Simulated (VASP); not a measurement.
# ZrO (P4/nmm) in VASP: relaxation of cell and atoms with PBE

Aim: the relaxation of cell and atoms of ZrO with PBE.

Program: VASP 6.6.1. These are calculated values, not measurements. Logs are shortened: lines on timing, memory, paths and dates and some standing lists are left out, and cuts for length are marked.

### 1 The cell of the first run

It takes space group P4/nmm (No. 129, tetragonal). The conventional cell has a = 3.635 Å, b = 3.635 Å, c = 4.865 Å, α = 90.00°, β = 90.00°, γ = 90.00°. Within 2.8 Å of Zr (site symmetry 4mm) lie 4 O at 2.14 Å. Within 2.8 Å of O (site symmetry -4m2) lie 4 Zr at 2.14 Å and 4 O at 2.57 Å.

### 2 Relaxation of cell and atoms, PBE

Input file INCAR:

```
ALGO     = Normal         # electronic algorithm
EDIFF    = 1E-7           # SCF threshold, eV
EDIFFG   = -0.01          # ionic threshold
ENCUT    = 600            # plane-wave cutoff, eV
GGA      = PE             # functional
IBRION   = 2              # ionic algorithm
ISIF     = 3              # what is computed and relaxed
ISMEAR   = 0              # smearing method
LASPH    = T              # aspherical terms in the spheres
LCHARG   = F              # write CHGCAR
LREAL    = F              # projectors in reciprocal space
LWAVE    = F              # write WAVECAR
NELM     = 80             # most SCF steps
NSW      = 80             # ionic steps
PREC     = Accurate       # precision mode
SIGMA    = 0.1            # smearing width, eV
```

Input file KPOINTS:

```
k-points
0
Gamma
  12 12 10
```

Input file POSCAR:

```
ZrO
1.0
    3.6345373899      0.0000000000      0.0000000000
    0.0000000000      3.6345373899      0.0000000000
    0.0000000000      0.0000000000      4.8647027413
Zr O
2 2
Direct
    0.0000000000      0.5000000000      0.2340566612
    0.5000000000      0.0000000000      0.7659433388
    0.5000000000      0.5000000000      0.0000000000
    0.0000000000      0.0000000000      0.0000000000
```

Potentials or basis: VASP PAW PBE potentials, release 64 (Zr_sv, O).

Run with:

```
$ cat potpaw_PBE.64/Zr_sv/POTCAR potpaw_PBE.64/O/POTCAR > POTCAR
$ mpirun -np 1 vasp_std > vasp.out
```

OUTCAR:

```text
EDIFF = 1E-7
   EDIFFG = -0.01
   ENCUT = 600
   GGA = PE
   IBRION = 2
   ISIF = 3
   ISMEAR = 0
   LASPH = T
   LREAL = F
   NELM = 80
   NSW = 80
   PREC = Accurate

 ion  position               nearest neighbor table
   1  0.000  0.500  0.234-   3 2.14   4 2.14   4 2.14   3 2.14   2 3.43   2 3.43   2 3.43   2 3.43
                             2 3.65   2 3.65   2 3.65   2 3.65
   2  0.500  0.000  0.766-   3 2.14   4 2.14   3 2.14   4 2.14   1 3.43   1 3.43   1 3.43   1 3.43
                             1 3.65   1 3.65   1 3.65   1 3.65
   3  0.500  0.500  0.000-   1 2.14   2 2.14   2 2.14   1 2.14
   4  0.000  0.000  0.000-   1 2.14   2 2.14   1 2.14   2 2.14

  LATTYP: Found a simple tetragonal cell.
 ALAT       =     3.6345373899
 C/A-ratio  =     1.3384654550

  Lattice vectors:

 A1 = (   3.6345373899,   0.0000000000,   0.0000000000)
 A2 = (   0.0000000000,   3.6345373899,   0.0000000000)
 A3 = (   0.0000000000,   0.0000000000,   4.8647027413)

Analysis of symmetry for initial positions (statically):
=====================================================================
 Subroutine PRICEL returns:
 Original cell was already a primitive cell.

 Routine SETGRP: Setting up the symmetry group for a
 simple tetragonal supercell.

 Subroutine GETGRP returns: Found 16 space group operations
 (whereof  8 operations were pure point group operations)
 out of a pool of 16 trial point group operations.

The static configuration has the point symmetry D_2d.
 The point group associated with its full space group is D_4h.

Analysis of symmetry for dynamics (positions and initial velocities):
=====================================================================
 Subroutine PRICEL returns:
 Original cell was already a primitive cell.

 Routine SETGRP: Setting up the symmetry group for a
 simple tetragonal supercell.

 Subroutine GETGRP returns: Found 16 space group operations
 (whereof  8 operations were pure point group operations)
 out of a pool of 16 trial point group operations.

The dynamic configuration has the point symmetry D_2d.
 The point group associated with its full space group is D_4h.

 Subroutine INISYM returns: Found 16 space group operations
 (whereof  8 operations are pure point group operations),
 and found     1 'primitive' translations

----------------------------------------------------------------------------------------

                                     Primitive cell

  volume of cell :      64.2621

  direct lattice vectors                    reciprocal lattice vectors
     3.634537390  0.000000000  0.000000000     0.275138179  0.000000000  0.000000000
     0.000000000  3.634537390  0.000000000     0.000000000  0.275138179  0.000000000
     0.000000000  0.000000000  4.864702741     0.000000000  0.000000000  0.205562406

  length of vectors
     3.634537390  3.634537390  4.864702741     0.275138179  0.275138179  0.205562406

  position of ions in fractional coordinates (direct lattice)
     0.000000000  0.500000000  0.234056661
     0.500000000  0.000000000  0.765943339
     0.500000000  0.500000000  0.000000000
     0.000000000  0.000000000  0.000000000

  ion indices of the primitive-cell ions
   primitive index   ion index
                 1           1
                 2           2
                 3           3
                 4           4

----------------------------------------------------------------------------------------

 KPOINTS: k-points

Automatic generation of k-mesh.
 Grid dimensions read from file:
 generate k-points for:   12   12   10

 Generating k-lattice:

  Cartesian coordinates                     Fractional coordinates (reciprocal lattice)
     0.022928182  0.000000000  0.000000000     0.083333333  0.000000000  0.000000000
     0.000000000  0.022928182  0.000000000     0.000000000  0.083333333  0.000000000
     0.000000000  0.000000000  0.020556241     0.000000000  0.000000000  0.100000000

  Length of vectors
     0.022928182  0.022928182  0.020556241

  Shift w.r.t. Gamma in fractional coordinates (k-lattice)
     0.000000000  0.000000000  0.000000000

 Subroutine IBZKPT returns following result:
 ===========================================

 Found    168 irreducible k-points:

 Following reciprocal coordinates:
            Coordinates               Weight
  0.000000  0.000000  0.000000      1.000000
  0.083333  0.000000  0.000000      4.000000
  0.166667  0.000000  0.000000      4.000000
  0.250000  0.000000  0.000000      4.000000
  0.333333  0.000000  0.000000      4.000000
  0.416667  0.000000  0.000000      4.000000
[... 16 lines left out ...]
  0.333333  0.333333  0.000000      4.000000
  0.416667  0.333333  0.000000      8.000000
 [... further k-points ...]
   k-points           NKPTS =    168   k-points in BZ     NKDIM =    168   number of bands    NBANDS=     22
   number of dos      NEDOS =    301   number of ions     NIONS =      4
   total plane-waves  NPLWV =  36000
   dimension x,y,z NGX =    30 NGY =   30 NGZ =   40
   dimension x,y,z NGXF=    60 NGYF=   60 NGZF=   80
   ions per type =               2   2
   NGX,Y,Z   is equivalent  to a cutoff of  13.72, 13.72, 13.67 a.u.
   NGXF,Y,Z  is equivalent  to a cutoff of  27.44, 27.44, 27.34 a.u.
 SYSTEM =  unknown system
   PREC   = accura    normal or accurate (medium, high low for compatibility)
   ISTART =      0    job   : 0-new  1-cont  2-samecut
   ICHARG =      2    charge: 1-file 2-atom 10-const
   ISPIN  =      1    spin polarized calculation?
   LNONCOLLINEAR =      F non collinear calculations
   LSORBIT =      F    spin-orbit coupling
   LASPH  =      T    aspherical Exc in radial PAW
   ENCUT  =  600.0 eV  44.10 Ry    6.64 a.u.   7.26  7.26  9.72*2*pi/ulx,y,z
   NELM   =     80;   NELMIN=  2; NELMDL= -5     # of ELM steps
   EDIFF  = 0.1E-06   stopping-criterion for ELM
   LREAL  =      F    real-space projection
   EDIFFG = -.1E-01   stopping-criterion for IOM
   NSW    =     80    number of steps for IOM
   IBRION =      2    ionic relax: 0-MD 1-quasi-New 2-CG
   NFREE  =      1    steps in history (QN), initial steepest desc. (CG)
   ISIF   =      3    stress and relaxation
   ISYM   =      2    0-nonsym 1-usesym 2-fastsym
   POTIM  = 0.5000    time-step for ionic-motion
   TEBEG  =    0.0;   TEEND  =   0.0 temperature during run
   PSTRESS=    0.0 pullay stress
   NELECT =      36.0000    total number of electrons
   NUPDOWN=      -1.0000    fix difference up-down
   EMIN   =  10.00;   EMAX   =-10.00  energy-range for DOS
   EFERMI =   0.00;   METHOD = LEGACY
   ISMEAR =     0;   SIGMA  =   0.10  broadening in eV -4-tet -1-fermi 0-gaus
   EFERMI_NEDOS =   21; number of points for ismear=-14 and -15
   IALGO  =     38    algorithm
   IMIX   =      4    mixing-type and parameters
     AMIX     =   0.40;   BMIX     =  1.00
     AMIX_MAG =   1.60;   BMIX_MAG =  1.00
  volume/ion in A,a.u.               =      16.07       108.42
  Fermi-wavevector in a.u.,A,eV,Ry     =   1.349556  2.550290 24.780297  1.821300
  Thomas-Fermi vector in A             =   2.477133
   LORBIT       =      0    0 simple, 1 ext, 2 COOP (PROOUT), +10 PAW based schemes
   GGA     = PE    functional components
   LHFCALC =     F    Hartree Fock is set to
   AEXX    =    0.0000 exact exchange contribution
   IVDW    =     0    specifies the selected vdW correction
   LEPSILON=     F    determine dielectric tensor
   LRPA    =     F    only Hartree local field effects (RPA)
 conjugate gradient relaxation of ions
 non-spin polarized calculation
 Gauss-broadening in eV      SIGMA  =   0.10
  energy-cutoff  :      600.00
  volume of cell :       64.26
 maximum number of plane-waves:      2174
 NGX is ok and might be reduce to    30
   NGX = 15   NGY = 15   NGZ = 19

--------------------------------------- Ionic step        1  -------------------------------------------

 number of electron      35.9999986 magnetization

 Free energy of the ion-electron system (eV)
  ---------------------------------------------------
  ext. energy  EPLUGINS =         0.00000000
  ---------------------------------------------------
  free energy    TOTEN  =       -36.58264370 eV

  energy without entropy =      -36.57272021  energy(sigma->0) =      -36.57768196

------------------------ aborting loop because EDIFF is reached ----------------------------------------

  FORCE on cell =-STRESS in cart. coord.  units (eV):
  Direction    XX          YY          ZZ          XY          YZ          ZX
  --------------------------------------------------------------------------------------
  -------------------------------------------------------------------------------------
  Total       -0.0496287     -0.0496287      0.1206251      0.0000000     -0.0000000      0.0000000
  in kB       -1.2373407     -1.2373407      3.0074177      0.0000000     -0.0000000      0.0000000
  external PRESSURE =       0.1775788 kB  Pullay stress =       0.0000000 kB

 VOLUME and BASIS-vectors are now :
 -----------------------------------------------------------------------------
  energy-cutoff  :      600.00
  volume of cell :       64.26
      direct lattice vectors                 reciprocal lattice vectors
     3.634537390  0.000000000  0.000000000     0.275138179  0.000000000  0.000000000
     0.000000000  3.634537390  0.000000000     0.000000000  0.275138179  0.000000000
     0.000000000  0.000000000  4.864702741     0.000000000  0.000000000  0.205562406
[... 115 lines left out ...]
 POSITION                                       TOTAL-FORCE (eV/Angst)
 -----------------------------------------------------------------------------------
      0.00000      1.81336      1.14524         0.000000     -0.000000      0.005624
      1.81336     -0.00000      3.73356        -0.000000      0.000000     -0.005624
      1.81336      1.81336      4.87880        -0.000000      0.000000      0.000000
      3.62672      0.00000     -0.00000         0.000000      0.000000      0.000000
 -----------------------------------------------------------------------------------
    total drift:                                0.000000      0.000000     -0.000000

  FREE ENERGIE OF THE ION-ELECTRON SYSTEM (eV)
  ---------------------------------------------------
  free  energy   TOTEN  =       -36.5830096942 eV

  energy  without entropy=      -36.5728578921  energy(sigma->0) =      -36.57793379

--------------------------------------- Ionic step        5  -------------------------------------------

 number of electron      35.9999987 magnetization

 Free energy of the ion-electron system (eV)
  ---------------------------------------------------
  ext. energy  EPLUGINS =         0.00000000
  ---------------------------------------------------
  free energy    TOTEN  =       -36.58302044 eV

  energy without entropy =      -36.57288300  energy(sigma->0) =      -36.57795172

 E-fermi :   8.1830     XC(G=0): -10.8404

 val. band max:        8.1783644067   @ k =   0.0833   0.0833   0.5000
 cond. band min:       8.1834610320   @ k =   0.3333   0.3333   0.4000
 fundamental gap:      0.0050966253
 Fermi energy:         8.1829852064

 k-point     1 :       0.0000    0.0000    0.0000
  band No.  band energies     occupation
      1     -41.9879      2.00000
      2     -41.9126      2.00000
      3     -20.3873      2.00000
      4     -20.0759      2.00000
      5     -20.0759      2.00000
      6     -19.8658      2.00000
[... 14 lines left out ...]
     21       9.8737      0.00000
     22      10.7642      0.00000
[... 552 lines left out ...]
  band No.  band energies     occupation
      1     -41.9325      2.00000
      2     -41.9227      2.00000
      3     -20.5484      2.00000
      4     -20.5345      2.00000
      5     -20.0157      2.00000
      6     -19.9787      2.00000
[... 14 lines left out ...]
     21      10.6888      0.00000
     22      10.7677      0.00000

 [... further k-points ...]

------------------------ aborting loop because EDIFF is reached ----------------------------------------

  FORCE on cell =-STRESS in cart. coord.  units (eV):
  Direction    XX          YY          ZZ          XY          YZ          ZX
  --------------------------------------------------------------------------------------
  -------------------------------------------------------------------------------------
  Total        0.0017279      0.0017279      0.0029617      0.0000000      0.0000000      0.0000000
  in kB        0.0431197      0.0431197      0.0739109      0.0000000      0.0000000      0.0000000
  external PRESSURE =       0.0533835 kB  Pullay stress =       0.0000000 kB

 VOLUME and BASIS-vectors are now :
 -----------------------------------------------------------------------------
  energy-cutoff  :      600.00
  volume of cell :       64.20
      direct lattice vectors                 reciprocal lattice vectors
     3.627871878  0.000000000  0.000000000     0.275643692  0.000000000  0.000000000
     0.000000000  3.627871878 -0.000000000     0.000000000  0.275643692  0.000000000
     0.000000000 -0.000000000  4.878052427     0.000000000  0.000000000  0.204999847

 POSITION                                       TOTAL-FORCE (eV/Angst)
 -----------------------------------------------------------------------------------
      0.00000      1.81394      1.14495         0.000000      0.000000     -0.001486
      1.81394     -0.00000      3.73310        -0.000000     -0.000000      0.001486
      1.81394      1.81394     -0.00000         0.000000      0.000000      0.000000
      0.00000     -0.00000      4.87805         0.000000     -0.000000      0.000000
 -----------------------------------------------------------------------------------
    total drift:                                0.000000      0.000000     -0.000000

  FREE ENERGIE OF THE ION-ELECTRON SYSTEM (eV)
  ---------------------------------------------------
  free  energy   TOTEN  =       -36.5830204376 eV

  energy  without entropy=      -36.5728829980  energy(sigma->0) =      -36.57795172

 reached required accuracy - stopping structural energy minimisation
```

Wall time 5.4 min (1 thread of Intel Xeon 6975P-C (Granite Rapids), shared host); peak memory 0.38 GiB.

What came out:

```yaml
Free_energy: -36.5830 eV
Relaxed_volume: 16.05 Å³/atom
Relaxed_cell: a = 3.628 Å, b = 3.628 Å, c = 4.878 Å, α = 90.00°, β = 90.00°, γ = 90.00°
Space_group_after_relaxing_to_0.1_Å: P4/nmm (No. 129)
Energy_gained_by_relaxing: 0.1 meV/atom
Ionic_steps: 5
Pressure_after_relaxing: 0.0 GPa
Band_gap_on_the_k_mesh: zero (bands 18 and 19 overlap by 1.33 eV)
```

Step by step:
```
step  energy change (eV)  largest force (eV/Å)  pressure (GPa)  volume (Å³)
   1              0.0000                0.0377            0.02        64.26
   2             -0.0003                0.0009           -0.12        64.28
   3             -0.0003                0.0212           -0.21        64.29
   4             -0.0004                0.0056            0.08        64.17
   5             -0.0004                0.0015            0.01        64.20
```

Final structure:
```
Zr O
1.0
     3.62787    0.00000    0.00000
     0.00000    3.62787    0.00000
     0.00000    0.00000    4.87805
Zr O
2 2
Direct
  0.00000 0.50000 0.23472
  0.50000 0.00000 0.76528
  0.50000 0.50000 0.00000
  0.00000 0.00000 0.00000
```
